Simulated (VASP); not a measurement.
# AgB2 (P4_2/mnm) in VASP: a series of runs

Runs on AgB2. Level: PBEsol. Tasks: single point.

All numbers are computed with VASP 6.6.1; they aren't measurements. Logs are shortened: lines on timing, memory, paths and dates and some standing lists are left out, and cuts for length are marked.

### Step 1. The cell of the first run

It takes space group P4_2/mnm (No. 136, tetragonal). The conventional cell has a = 5.220 Å, b = 5.220 Å, c = 2.936 Å, α = 90.00°, β = 90.00°, γ = 90.00°. Within 2.8 Å of Ag (site symmetry mmm) lie 6 B at 2.11 to 2.16 Å. Within 2.8 Å of B (site symmetry m2m) lie 3 Ag at 2.11 to 2.16 Å.

### Step 2. Single point, PBEsol

Input file INCAR:

```
PREC = Accurate
ENCUT = 520
EDIFF = 1E-6
ISMEAR = 1
SIGMA = 0.05
LREAL = False
LASPH = True
NELM = 60
ALGO = Normal
ISIF = 2
LWAVE = False
LCHARG = False
GGA = PS
NBANDS = 26
```

Input file KPOINTS:

```
regular mesh
0
Gamma
  4 4 7
```

Input file POSCAR:

```
AgB2
1.0
    5.2197499087      0.0000000000      0.0000000000
    0.0000000000      5.2197499087      0.0000000000
    0.0000000000      0.0000000000      2.9356934716
Ag B
2 4
Direct
    0.0000000000      0.0000000000      0.0000000000
    0.5000000000      0.5000000000      0.5000000000
    0.2854134123      0.2854134123      0.0000000000
    0.2145865877      0.7854134123      0.5000000000
    0.7145865877      0.7145865877      0.0000000000
    0.7854134123      0.2145865877      0.5000000000
```

Potentials or basis: VASP PAW PBE potentials, release 64 (Ag, B).

Launch:

```console
$ cat potpaw_PBE.64/Ag/POTCAR potpaw_PBE.64/B/POTCAR > POTCAR
$ mpirun -np 1 vasp_std > vasp.out
```

OUTCAR:

```text
PREC = Accurate
   ENCUT = 520
   EDIFF = 1E-6
   ISMEAR = 1
   LREAL = False
   LASPH = True
   NELM = 60
   ISIF = 2
   GGA = PS

 ion  position               nearest neighbor table
   1  0.000  0.000  0.000-   3 2.11   5 2.11   4 2.16   6 2.16   4 2.16   6 2.16
   2  0.500  0.500  0.500-   4 2.11   6 2.11   5 2.16   3 2.16   3 2.16   5 2.16
   3  0.285  0.285  0.000-   1 2.11   2 2.16   2 2.16
   4  0.215  0.785  0.500-   2 2.11   1 2.16   1 2.16
   5  0.715  0.715  0.000-   1 2.11   2 2.16   2 2.16
   6  0.785  0.215  0.500-   2 2.11   1 2.16   1 2.16

  LATTYP: Found a simple tetragonal cell.
 ALAT       =     5.2197499087
 C/A-ratio  =     0.5624203310

  Lattice vectors:

 A1 = (   5.2197499087,   0.0000000000,   0.0000000000)
 A2 = (   0.0000000000,   5.2197499087,   0.0000000000)
 A3 = (   0.0000000000,   0.0000000000,   2.9356934716)

Analysis of symmetry for initial positions (statically):
=====================================================================
 Subroutine PRICEL returns:
 Original cell was already a primitive cell.

 Routine SETGRP: Setting up the symmetry group for a
 simple tetragonal supercell.

 Subroutine GETGRP returns: Found 16 space group operations
 (whereof  8 operations were pure point group operations)
 out of a pool of 16 trial point group operations.

The static configuration has the point symmetry D_2h.
 The point group associated with its full space group is D_4h.

Analysis of symmetry for dynamics (positions and initial velocities):
=====================================================================
 Subroutine PRICEL returns:
 Original cell was already a primitive cell.

 Routine SETGRP: Setting up the symmetry group for a
 simple tetragonal supercell.

 Subroutine GETGRP returns: Found 16 space group operations
 (whereof  8 operations were pure point group operations)
 out of a pool of 16 trial point group operations.

The dynamic configuration has the point symmetry D_2h.
 The point group associated with its full space group is D_4h.

 Subroutine INISYM returns: Found 16 space group operations
 (whereof  8 operations are pure point group operations),
 and found     1 'primitive' translations

----------------------------------------------------------------------------------------

                                     Primitive cell

[... 98 lines left out ...]
   LREAL  =      F    real-space projection
   EDIFFG = 0.1E-04   stopping-criterion for IOM
   NSW    =      0    number of steps for IOM
   IBRION =     -1    ionic relax: 0-MD 1-quasi-New 2-CG
   NFREE  =      0    steps in history (QN), initial steepest desc. (CG)
   ISIF   =      2    stress and relaxation
   ISYM   =      2    0-nonsym 1-usesym 2-fastsym
   POTIM  = 0.5000    time-step for ionic-motion
   TEBEG  =    0.0;   TEEND  =   0.0 temperature during run
   PSTRESS=    0.0 pullay stress
   NELECT =      34.0000    total number of electrons
   NUPDOWN=      -1.0000    fix difference up-down
   EMIN   =  10.00;   EMAX   =-10.00  energy-range for DOS
   EFERMI =   0.00;   METHOD = LEGACY
   ISMEAR =     1;   SIGMA  =   0.05  broadening in eV -4-tet -1-fermi 0-gaus
   EFERMI_NEDOS =   21; number of points for ismear=-14 and -15
   IALGO  =     38    algorithm
   IMIX   =      4    mixing-type and parameters
     AMIX     =   0.40;   BMIX     =  1.00
     AMIX_MAG =   1.60;   BMIX_MAG =  1.00
  volume/ion in A,a.u.               =      13.33        89.96
  Fermi-wavevector in a.u.,A,eV,Ry     =   1.230924  2.326108 20.615180  1.515173
  Thomas-Fermi vector in A             =   2.365753
   LORBIT       =      0    0 simple, 1 ext, 2 COOP (PROOUT), +10 PAW based schemes
   GGA     = PS    functional components
   LHFCALC =     F    Hartree Fock is set to
   AEXX    =    0.0000 exact exchange contribution
   IVDW    =     0    specifies the selected vdW correction
   LEPSILON=     F    determine dielectric tensor
   LRPA    =     F    only Hartree local field effects (RPA)
 non-spin polarized calculation
 Methfessel and Paxton  Order N= 1 SIGMA  =   0.05
  energy-cutoff  :      520.00
  volume of cell :       79.99
 maximum number of plane-waves:      2180
 NGX is ok and might be reduce to    40
   NGX = 19   NGY = 19   NGZ = 11

 number of electron      34.0000019 magnetization

 Free energy of the ion-electron system (eV)
  ---------------------------------------------------
  ext. energy  EPLUGINS =         0.00000000
  ---------------------------------------------------
  free energy    TOTEN  =       -23.44544218 eV

  energy without entropy =      -23.44314521  energy(sigma->0) =      -23.44467653

 E-fermi :   5.4271     XC(G=0): -10.9898

 val. band max:        5.4164152179   @ k =   0.5000   0.2500   0.2857
 cond. band min:       5.5152376085   @ k =   0.2500   0.2500   0.0000
 fundamental gap:      0.0988223906
 Fermi energy:         5.4271157919

 k-point     1 :       0.0000    0.0000    0.0000
  band No.  band energies     occupation
      1      -5.4035      2.00000
      2      -3.4620      2.00000
      3      -2.5534      2.00000
      4      -2.2431      2.00000
      5      -1.9677      2.00000
      6      -1.1660      2.00000
[... 685 lines left out ...]
     25       9.7280      0.00000
     26       9.7280      0.00000

------------------------ aborting loop because EDIFF is reached ----------------------------------------

  FORCE on cell =-STRESS in cart. coord.  units (eV):
  Direction    XX          YY          ZZ          XY          YZ          ZX
  --------------------------------------------------------------------------------------
  -------------------------------------------------------------------------------------
  Total        1.2466759      1.2466759      1.2268956      0.0000000      0.0000000      0.0000000
  in kB       24.9720406     24.9720406     24.5758252      0.0000000      0.0000000      0.0000000
  external PRESSURE =      24.8399688 kB  Pullay stress =       0.0000000 kB

 VOLUME and BASIS-vectors are now :
 -----------------------------------------------------------------------------
  energy-cutoff  :      520.00
  volume of cell :       79.99
      direct lattice vectors                 reciprocal lattice vectors
     5.219749909  0.000000000  0.000000000     0.191580060  0.000000000  0.000000000
     0.000000000  5.219749909  0.000000000     0.000000000  0.191580060  0.000000000
     0.000000000  0.000000000  2.935693472     0.000000000  0.000000000  0.340635018

 POSITION                                       TOTAL-FORCE (eV/Angst)
 -----------------------------------------------------------------------------------
      0.00000      0.00000      0.00000         0.000000      0.000000     -0.000000
      2.60987      2.60987      1.46785         0.000000      0.000000     -0.000000
      1.48979      1.48979      0.00000        -0.018161     -0.018161      0.000000
      1.12009      4.09966      1.46785         0.018161     -0.018161     -0.000000
      3.72996      3.72996      0.00000         0.018161      0.018161     -0.000000
      4.09966      1.12009      1.46785        -0.018161      0.018161     -0.000000
 -----------------------------------------------------------------------------------
    total drift:                                0.000000     -0.000000     -0.000000

  FREE ENERGIE OF THE ION-ELECTRON SYSTEM (eV)
  ---------------------------------------------------
  free  energy   TOTEN  =       -23.4454421848 eV

  energy  without entropy=      -23.4431452122  energy(sigma->0) =      -23.44467653
```

OSZICAR:

```text
N       E                     dE             d eps       ncg     rms          rms(c)
DAV:   1     0.161671383561E+03    0.16167E+03   -0.15909E+04  1248   0.120E+03
DAV:   2    -0.221446443326E+02   -0.18382E+03   -0.17318E+03  1532   0.257E+02
DAV:   3    -0.285558507476E+02   -0.64112E+01   -0.62748E+01  1362   0.467E+01
DAV:   4    -0.286096419790E+02   -0.53791E-01   -0.53616E-01  1318   0.433E+00
DAV:   5    -0.286101158188E+02   -0.47384E-03   -0.47383E-03  1334   0.433E-01    0.208E+01
DAV:   6    -0.243951615243E+02    0.42150E+01   -0.22558E+01  1248   0.568E+01    0.135E+01
DAV:   7    -0.235463653449E+02    0.84880E+00   -0.34935E+00  1248   0.195E+01    0.420E+00
DAV:   8    -0.234734295583E+02    0.72936E-01   -0.29442E-01  1250   0.421E+00    0.153E+00
DAV:   9    -0.234455911319E+02    0.27838E-01   -0.61865E-02  1248   0.283E+00    0.326E-01
DAV:  10    -0.234454487979E+02    0.14233E-03   -0.24580E-03  1280   0.341E-01    0.835E-02
DAV:  11    -0.234454433227E+02    0.54752E-05   -0.72358E-05  1322   0.615E-02    0.237E-02
DAV:  12    -0.234454428332E+02    0.48948E-06   -0.14732E-05  1326   0.293E-02    0.624E-03
DAV:  13    -0.234454421848E+02    0.64837E-06   -0.17472E-06   738   0.811E-03
   1 F= -.23445442E+02 E0= -.23444677E+02  d E =-.229697E-02
```

Run time: 89 s. Hardware: 1 thread of Intel Xeon 8259CL, shared host; peak memory 0.2 GiB.

What came out:

```
Free energy            : -23.4454 eV
Pressure               : 2.5 GPa
Largest force          : 0.026 eV/Å
Band gap on the k mesh : zero (bands 17 and 18 overlap by 3.45 eV)
```

Forces on the atoms (eV/Å):
```
Ag   0.000  0.000  0.000
Ag   0.000  0.000  0.000
B   -0.018 -0.018  0.000
B    0.018 -0.018  0.000
B    0.018  0.018  0.000
B   -0.018  0.018  0.000
```

Caveat: the PAW data sets were made with another functional, which shifts forces and pressure a little.

### Step 3. Single point, PBEsol

This run uses another cell than the first one, of 13.60 Å³/atom.

Input file INCAR:

```
SYSTEM = AgB2
ALGO = Normal ; EDIFF = 1E-6
ENCUT = 520 ; GGA = PS
ISIF = 2 ; ISMEAR = 1
LASPH = .TRUE. ; LCHARG = .TRUE.
LELF = .TRUE. ; LREAL = .FALSE.
LVHAR = .TRUE. ; LWAVE = .FALSE.
NBANDS = 26 ; NELM = 80
PREC = Accurate ; SIGMA = 0.05
```

Input file KPOINTS:

```
k-points
0
G
  4 4 7
  0 0 0
```

Edit POSCAR of step 2 so:

```diff
@@ -2,5 +2,5 @@
 1.0
-    5.2197499087      0.0000000000      0.0000000000
-    0.0000000000      5.2197499087      0.0000000000
-    0.0000000000      0.0000000000      2.9356934716
+    5.2550195591      0.0000000000      0.0000000000
+    0.0000000000      5.2550195591      0.0000000000
+    0.0000000000      0.0000000000      2.9555298400
 Ag B
```

Potentials or basis: VASP PAW PBE potentials, release 64 (Ag, B).

Launch:

```console
$ cat potpaw_PBE.64/Ag/POTCAR potpaw_PBE.64/B/POTCAR > POTCAR
$ mpirun -np 1 vasp_std > vasp.out
```

It took 96 s on 1 thread of Intel Xeon 8259CL, shared host; peak memory 0.21 GiB.

Results (log left out):

- Free energy: -23.4574 eV
- Pressure: -0.2 GPa
- Largest force: 0.004 eV/Å
- Band gap on the k mesh: zero (bands 17 and 18 overlap by 3.41 eV)

Forces in eV/Å, atoms in the order of the input:
```
Ag   0.000  0.000  0.000
Ag   0.000  0.000  0.000
B    0.003  0.003  0.000
B   -0.003  0.003  0.000
B   -0.003 -0.003  0.000
B    0.003 -0.003  0.000
```

Stress tensor (GPa, compression positive):
```
-0.15  0.00  0.00
 0.00 -0.15  0.00
 0.00  0.00 -0.23
```

Levels at points of the mesh, in eV from the Fermi level:
| k point | band 13 | band 14 | band 15 | band 16 | band 17 | band 18 | band 19 | band 20 | band 21 | band 22 |
| --- | --- | --- | --- | --- | --- | --- | --- | --- | --- | --- |
| (0.00, 0.00, 0.00) | -5.62 | -5.08 | -1.64 | -1.64 | -0.88 | 1.11 | 1.96 | 3.77 | 3.77 | 4.65 |
| (0.50, 0.00, 0.00) | -4.19 | -4.19 | -2.87 | -2.87 | 1.20 | 1.20 | 3.24 | 3.24 | 3.40 | 3.40 |
| (0.50, 0.50, 0.00) | -5.61 | -5.61 | -0.33 | -0.33 | 1.92 | 1.92 | 2.59 | 2.59 | 3.20 | 3.20 |

Caveat: the PAW data sets were made with another functional, which shifts forces and pressure a little.

### Step 4. Single point, PBEsol

This run uses another cell than the first one, of 13.87 Å³/atom.

Input file INCAR:

```
SYSTEM = AgB2
ALGO = Normal ; EDIFF = 1E-7
ENCUT = 520 ; GGA = PS
ISIF = 2 ; ISMEAR = 1
LASPH = .TRUE. ; LCHARG = .FALSE.
LREAL = .FALSE. ; LWAVE = .FALSE.
NBANDS = 26 ; NELM = 100
PREC = Accurate ; SIGMA = 0.05
```

KPOINTS is that of step 3.

Edit POSCAR of step 3 so:

```diff
@@ -2,5 +2,5 @@
 1.0
-    5.2550195591      0.0000000000      0.0000000000
-    0.0000000000      5.2550195591      0.0000000000
-    0.0000000000      0.0000000000      2.9555298400
+    5.2898220273      0.0000000000      0.0000000000
+    0.0000000000      5.2898220273      0.0000000000
+    0.0000000000      0.0000000000      2.9751034557
 Ag B
```

Launch:

```console
$ cat potpaw_PBE.64/Ag/POTCAR potpaw_PBE.64/B/POTCAR > POTCAR
$ mpirun -np 1 vasp_std > vasp.out
```

Wall time 1.8 min (1 thread of Intel Xeon 8259CL, shared host); peak memory 0.21 GiB.

It converged, with:

| Quantity | Value |
| --- | --- |
| Free energy | -23.4436 eV |
| Pressure | -2.6 GPa |
| Largest force | 0.030 eV/Å |
| Band gap on the k mesh | zero (bands 17 and 18 overlap by 3.36 eV) |

Forces in eV/Å, atoms in the order of the input:
```
Ag   0.000  0.000  0.000
Ag   0.000  0.000  0.000
B    0.021  0.021  0.000
B   -0.021  0.021  0.000
B   -0.021 -0.021  0.000
B    0.021 -0.021  0.000
```

Stress tensor (GPa, compression positive):
```
-2.54  0.00  0.00
 0.00 -2.54  0.00
 0.00  0.00 -2.66
```

Levels at points of the mesh, in eV from the Fermi level:
```csv
k point,band 13,band 14,band 15,band 16,band 17,band 18,band 19,band 20,band 21,band 22
"(0.00, 0.00, 0.00)",-5.55,-5.02,-1.60,-1.60,-0.86,0.99,1.94,3.72,3.72,4.58
"(0.50, 0.00, 0.00)",-4.16,-4.16,-2.83,-2.83,1.18,1.18,3.19,3.19,3.33,3.33
"(0.50, 0.50, 0.00)",-5.55,-5.55,-0.31,-0.31,1.89,1.89,2.55,2.55,3.17,3.17
```

Caveat: the PAW data sets were made with another functional, which shifts forces and pressure a little.

### Step 5. The runs side by side

```tsv
cell	gap on the mesh (eV)	pressure (GPa)	largest force (eV/Å)
a = 5.220, b = 5.220, c = 2.936 Å, 6 atoms	none	2.5	0.03
a = 5.255, b = 5.255, c = 2.956 Å, 6 atoms	none	-0.2	-
a = 5.290, b = 5.290, c = 2.975 Å, 6 atoms	none	-2.6	0.03
```

Alike in all rows: task single point; level PBEsol; potentials or basis VASP PAW PBE potentials, release 64 (Ag, B); no spin polarisation; k mesh 4 × 4 × 7; cutoff (eV) 520; smearing methfessel-paxton 0.05 eV.

Caveats: the PAW data sets were made with another functional, which shifts forces and pressure a little.

Total energies depend on the potentials used, so only differences within one code and one set of settings carry meaning.
